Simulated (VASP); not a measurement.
# TiN (Fm-3m) in VASP: a series of runs

TiN is run at these levels: PBEsol, PBE; tasks: single point.

Program: VASP 6.6.1. These are calculated values, not measurements. Logs are shortened: lines on timing, memory, paths and dates and some standing lists are left out, and cuts for length are marked.

## Step 1: The cell of the first run

Symmetry: Fm-3m, No. 225, cubic system. The conventional cell has a = 4.204 Å, b = 4.204 Å, c = 4.204 Å, α = 90.00°, β = 90.00°, γ = 90.00°. Within 2.8 Å of Ti (site symmetry m-3m) lie 6 N at 2.10 Å. Within 2.8 Å of N (site symmetry m-3m) lie 6 Ti at 2.10 Å.

## Step 2: Single point, PBEsol

INCAR

```
PREC = Accurate
ENCUT = 520
EDIFF = 1E-6
ISMEAR = -1
SIGMA = 0.025
LREAL = F
LASPH = T
NELM = 80
ALGO = Normal
ISIF = 2
LWAVE = F
LCHARG = F
GGA = PS
NBANDS = 16
```

KPOINTS

```
regular mesh
0
Gamma
  16 16 16
```

POSCAR

```
TiN
1.0
    0.0000000000      2.1019651798      2.1019651798
    2.1019651798      0.0000000000      2.1019651798
    2.1019651798      2.1019651798      0.0000000000
Ti N
1 1
Direct
    0.0000000000      0.0000000000      0.0000000000
    0.5000000000      0.5000000000      0.5000000000
```

Potentials or basis: VASP PAW PBE potentials, release 64 (Ti_sv, N).

On the command line:

```bash
$ cat potpaw_PBE.64/Ti_sv/POTCAR potpaw_PBE.64/N/POTCAR > POTCAR
$ mpirun -np 1 vasp_std > vasp.out
```

OUTCAR:

```text
PREC = Accurate
   ENCUT = 520
   EDIFF = 1E-6
   ISMEAR = -1
   LREAL = F
   LASPH = T
   NELM = 80
   ISIF = 2
   GGA = PS

 ion  position               nearest neighbor table
   1  0.000  0.000  0.000-   2 2.10   2 2.10   2 2.10   2 2.10   2 2.10   2 2.10
   2  0.500  0.500  0.500-   1 2.10   1 2.10   1 2.10   1 2.10   1 2.10   1 2.10

  LATTYP: Found a face centered cubic cell.
 ALAT       =     4.2039303596

  Lattice vectors:

 A1 = (   0.0000000000,   2.1019651798,   2.1019651798)
 A2 = (   2.1019651798,   0.0000000000,   2.1019651798)
 A3 = (   2.1019651798,   2.1019651798,   0.0000000000)

Analysis of symmetry for initial positions (statically):
=====================================================================
 Subroutine PRICEL returns:
 Original cell was already a primitive cell.

 Routine SETGRP: Setting up the symmetry group for a
 face centered cubic supercell.

 Subroutine GETGRP returns: Found 48 space group operations
 (whereof 48 operations were pure point group operations)
 out of a pool of 48 trial point group operations.

The static configuration has the point symmetry O_h .

Analysis of symmetry for dynamics (positions and initial velocities):
=====================================================================
 Subroutine PRICEL returns:
 Original cell was already a primitive cell.

 Routine SETGRP: Setting up the symmetry group for a
 face centered cubic supercell.

 Subroutine GETGRP returns: Found 48 space group operations
 (whereof 48 operations were pure point group operations)
 out of a pool of 48 trial point group operations.

The dynamic configuration has the point symmetry O_h .

 Subroutine INISYM returns: Found 48 space group operations
 (whereof 48 operations are pure point group operations),
 and found     1 'primitive' translations

----------------------------------------------------------------------------------------

                                     Primitive cell

  volume of cell :      18.5740

  direct lattice vectors                    reciprocal lattice vectors
     0.000000000  2.101965180  2.101965180    -0.237872637  0.237872637  0.237872637
     2.101965180  0.000000000  2.101965180     0.237872637 -0.237872637  0.237872637
     2.101965180  2.101965180  0.000000000     0.237872637  0.237872637 -0.237872637

  length of vectors
     2.972627665  2.972627665  2.972627665     0.412007493  0.412007493  0.412007493
[... 79 lines left out ...]
   ENCUT  =  520.0 eV  38.22 Ry    6.18 a.u.   5.53  5.53  5.53*2*pi/ulx,y,z
   NELM   =     80;   NELMIN=  2; NELMDL= -5     # of ELM steps
   EDIFF  = 0.1E-05   stopping-criterion for ELM
   LREAL  =      F    real-space projection
   EDIFFG = 0.1E-04   stopping-criterion for IOM
   NSW    =      0    number of steps for IOM
   IBRION =     -1    ionic relax: 0-MD 1-quasi-New 2-CG
   NFREE  =      0    steps in history (QN), initial steepest desc. (CG)
   ISIF   =      2    stress and relaxation
   ISYM   =      2    0-nonsym 1-usesym 2-fastsym
   POTIM  = 0.5000    time-step for ionic-motion
   TEBEG  =    0.0;   TEEND  =   0.0 temperature during run
   PSTRESS=    0.0 pullay stress
   NELECT =      17.0000    total number of electrons
   NUPDOWN=      -1.0000    fix difference up-down
   EMIN   =  10.00;   EMAX   =-10.00  energy-range for DOS
   EFERMI =   0.00;   METHOD = LEGACY
   ISMEAR =    -1;   SIGMA  =   0.03  broadening in eV -4-tet -1-fermi 0-gaus
   EFERMI_NEDOS =   21; number of points for ismear=-14 and -15
   IALGO  =     38    algorithm
   IMIX   =      4    mixing-type and parameters
     AMIX     =   0.40;   BMIX     =  1.00
     AMIX_MAG =   1.60;   BMIX_MAG =  1.00
  volume/ion in A,a.u.               =       9.29        62.67
  Fermi-wavevector in a.u.,A,eV,Ry     =   1.589482  3.003685 34.374482  2.526453
  Thomas-Fermi vector in A             =   2.688325
   LORBIT       =      0    0 simple, 1 ext, 2 COOP (PROOUT), +10 PAW based schemes
   GGA     = PS    functional components
   LHFCALC =     F    Hartree Fock is set to
   AEXX    =    0.0000 exact exchange contribution
   IVDW    =     0    specifies the selected vdW correction
   LEPSILON=     F    determine dielectric tensor
   LRPA    =     F    only Hartree local field effects (RPA)
 non-spin polarized calculation
  energy-cutoff  :      520.00
  volume of cell :       18.57
 maximum number of plane-waves:       531
 NGX is ok and might be reduce to    24
   NGX = 11   NGY = 11   NGZ = 11

 number of electron      16.9999998 magnetization

 Free energy of the ion-electron system (eV)
  ---------------------------------------------------
  ext. energy  EPLUGINS =         0.00000000
  ---------------------------------------------------
  free energy    TOTEN  =       -20.78100597 eV

  energy without entropy =      -20.77836496  energy(sigma->0) =      -20.77968547

 E-fermi :  11.6871     XC(G=0): -13.3718

 val. band max:       11.6833936654   @ k =   0.3750   0.1250   0.0000
 cond. band min:      11.6880287783   @ k =  -0.1875   0.0625   0.0000
 fundamental gap:      0.0046351129
 Fermi energy:        11.6871336656

 k-point     1 :       0.0000    0.0000    0.0000
  band No.  band energies     occupation
      1     -45.8932      2.00000
      2     -21.9521      2.00000
      3     -21.9521      2.00000
      4     -21.9521      2.00000
      5      -5.5285      2.00000
      6       9.6240      2.00000
[... 433 lines left out ...]
      3     -21.9699      2.00000
      4     -21.9532      2.00000
      5      -5.3166      2.00000
      6       8.5144      2.00000
[... 8 lines left out ...]
     15      24.9920      0.00000
     16      31.0290      0.00000

 [... further k-points ...]

------------------------ aborting loop because EDIFF is reached ----------------------------------------

  FORCE on cell =-STRESS in cart. coord.  units (eV):
  Direction    XX          YY          ZZ          XY          YZ          ZX
  --------------------------------------------------------------------------------------
  -------------------------------------------------------------------------------------
  Total        0.0537961      0.0537961      0.0537961     -0.0000000     -0.0000000      0.0000000
  in kB        4.6403912      4.6403912      4.6403912     -0.0000000     -0.0000000      0.0000000
  external PRESSURE =       4.6403912 kB  Pullay stress =       0.0000000 kB

 VOLUME and BASIS-vectors are now :
 -----------------------------------------------------------------------------
  energy-cutoff  :      520.00
  volume of cell :       18.57
      direct lattice vectors                 reciprocal lattice vectors
     0.000000000  2.101965180  2.101965180    -0.237872637  0.237872637  0.237872637
     2.101965180  0.000000000  2.101965180     0.237872637 -0.237872637  0.237872637
     2.101965180  2.101965180  0.000000000     0.237872637  0.237872637 -0.237872637

 POSITION                                       TOTAL-FORCE (eV/Angst)
 -----------------------------------------------------------------------------------
      0.00000      0.00000      0.00000        -0.000000     -0.000000      0.000000
      2.10197      2.10197      2.10197         0.000000      0.000000     -0.000000
 -----------------------------------------------------------------------------------
    total drift:                                0.000000     -0.000000     -0.000000

  FREE ENERGIE OF THE ION-ELECTRON SYSTEM (eV)
  ---------------------------------------------------
  free  energy   TOTEN  =       -20.7810059731 eV

  energy  without entropy=      -20.7783649596  energy(sigma->0) =      -20.77968547
```

OSZICAR:

```text
N       E                     dE             d eps       ncg     rms          rms(c)
DAV:   1     0.128473549969E+03    0.12847E+03   -0.82608E+03  4656   0.126E+03
DAV:   2    -0.181568232350E+02   -0.14663E+03   -0.13750E+03  5176   0.345E+02
DAV:   3    -0.255507984000E+02   -0.73940E+01   -0.73041E+01  5768   0.801E+01
DAV:   4    -0.257199411874E+02   -0.16914E+00   -0.16899E+00  5704   0.115E+01
DAV:   5    -0.257239893169E+02   -0.40481E-02   -0.40481E-02  5448   0.155E+00    0.190E+01
DAV:   6    -0.211352162747E+02    0.45888E+01   -0.12142E+01  6096   0.537E+01    0.694E+00
DAV:   7    -0.208237811231E+02    0.31144E+00   -0.14255E+00  5528   0.150E+01    0.522E+00
DAV:   8    -0.210046827367E+02   -0.18090E+00   -0.97732E-01  6368   0.145E+01    0.609E+00
DAV:   9    -0.207881859764E+02    0.21650E+00   -0.30288E-01  5376   0.871E+00    0.136E+00
DAV:  10    -0.207833652713E+02    0.48207E-02   -0.38411E-02  5640   0.226E+00    0.392E-01
DAV:  11    -0.207810699109E+02    0.22954E-02   -0.51632E-03  5264   0.636E-01    0.170E-01
DAV:  12    -0.207810605347E+02    0.93762E-05   -0.39632E-04  5520   0.201E-01    0.867E-02
DAV:  13    -0.207810180902E+02    0.42445E-04   -0.22676E-04  5456   0.238E-01    0.232E-02
DAV:  14    -0.207810061197E+02    0.11970E-04   -0.17951E-05  5920   0.607E-02    0.733E-03
DAV:  15    -0.207810059731E+02    0.14657E-06   -0.19811E-06  5096   0.124E-02
   1 F= -.20781006E+02 E0= -.20779685E+02  d E =-.264101E-02
```

Run time: 16 s. Hardware: 1 thread of Intel Xeon 6975P-C (Granite Rapids), shared host; peak memory 0.17 GiB.

What came out:

- Free energy: -20.7810 eV
- Pressure: 0.5 GPa

Caveat: the PAW data sets were made with another functional, which shifts forces and pressure a little.

## Step 3: Single point, PBE

This run uses another cell than the first one, of 9.53 Å³/atom, 1.026 times its volume.

INCAR

```
SYSTEM = TiN
ALGO     = Normal         ! electronic algorithm
EDIFF    = 1E-6           ! SCF threshold, eV
ENCUT    = 520            ! plane-wave cutoff, eV
GGA      = PE             ! functional
ISIF     = 2              ! what is computed and relaxed
ISMEAR   = -1             ! smearing method
LASPH    = .True.         ! aspherical terms in the spheres
LCHARG   = .False.        ! write CHGCAR
LREAL    = .False.        ! projectors in reciprocal space
LWAVE    = .False.        ! write WAVECAR
NBANDS   = 16             ! bands
NELM     = 100            ! most SCF steps
PREC     = Accurate       ! precision mode
SIGMA    = 0.025          ! smearing width, eV
```

KPOINTS

```
k-points
0
Gamma
  16 16 16
  0 0 0
```

POSCAR

```
TiN
1.0
    0.0000000000      2.1200000000      2.1200000000
    2.1200000000      0.0000000000      2.1200000000
    2.1200000000      2.1200000000      0.0000000000
Ti N
1 1
Direct
    0.0000000000      0.0000000000      0.0000000000
    0.5000000000      0.5000000000      0.5000000000
```

Potentials or basis: VASP PAW PBE potentials, release 64 (Ti_sv, N).

On the command line:

```bash
$ cat potpaw_PBE.64/Ti_sv/POTCAR potpaw_PBE.64/N/POTCAR > POTCAR
$ mpirun -np 1 vasp_std > vasp.out
```

Run time: 16 s. Hardware: 1 thread of Intel Xeon 6975P-C (Granite Rapids), shared host; peak memory 0.16 GiB.

Results (log left out):

```yaml
Free_energy: -19.6366 eV
Pressure: 1.8 GPa
```

Levels at points of the mesh, in eV from the Fermi level:
| k point | band 6 | band 7 | band 8 | band 9 | band 10 | band 11 | band 12 | band 13 |
| --- | --- | --- | --- | --- | --- | --- | --- | --- |
| (0.00, 0.00, 0.00) | -2.06 | -2.06 | -2.06 | -0.63 | -0.63 | -0.63 | 0.56 | 0.56 |
| (0.50, 0.00, 0.00) | -8.10 | -5.50 | -5.50 | 1.67 | 1.67 | 2.34 | 5.72 | 5.72 |
| (0.50, 0.50, 0.00) | -5.85 | -3.25 | -3.25 | -3.08 | 1.63 | 2.37 | 2.37 | 3.60 |

## Step 4: Single point, PBE

This run uses another cell than the first one, of 9.53 Å³/atom, 1.026 times its volume.

INCAR

```
  PREC = Accurate
  ENCUT = 520
  EDIFF = 1E-6
  ISMEAR = -1
  SIGMA = 0.025
  LREAL = False
  LASPH = True
  NELM = 100
  ALGO = Normal
  ISIF = 2
  LWAVE = False
  LCHARG = True
  GGA = PE
  LELF = True
  LVHAR = True
  NBANDS = 16
```

KPOINTS

```
Automatic mesh
0
Gamma
  16 16 16
```

POSCAR is that of step 3.

On the command line:

```bash
$ cat potpaw_PBE.64/Ti_sv/POTCAR potpaw_PBE.64/N/POTCAR > POTCAR
$ mpirun -np 1 vasp_std > vasp.out
```

It took 17 s on 1 thread of Intel Xeon 6975P-C (Granite Rapids), shared host; peak memory 0.17 GiB.

The run converged. Its results:

```
Free energy : -19.6366 eV
Pressure    : 1.8 GPa
```

Levels at points of the mesh, in eV from the Fermi level:
```
           k point  band 7  band 8  band 9  band 10  band 11  band 12
(0.00, 0.00, 0.00)   -2.06   -2.06   -0.63    -0.63    -0.63     0.56
(0.50, 0.00, 0.00)   -5.50   -5.50    1.67     1.67     2.34     5.72
(0.50, 0.50, 0.00)   -3.25   -3.25   -3.08     1.63     2.37     2.37
```
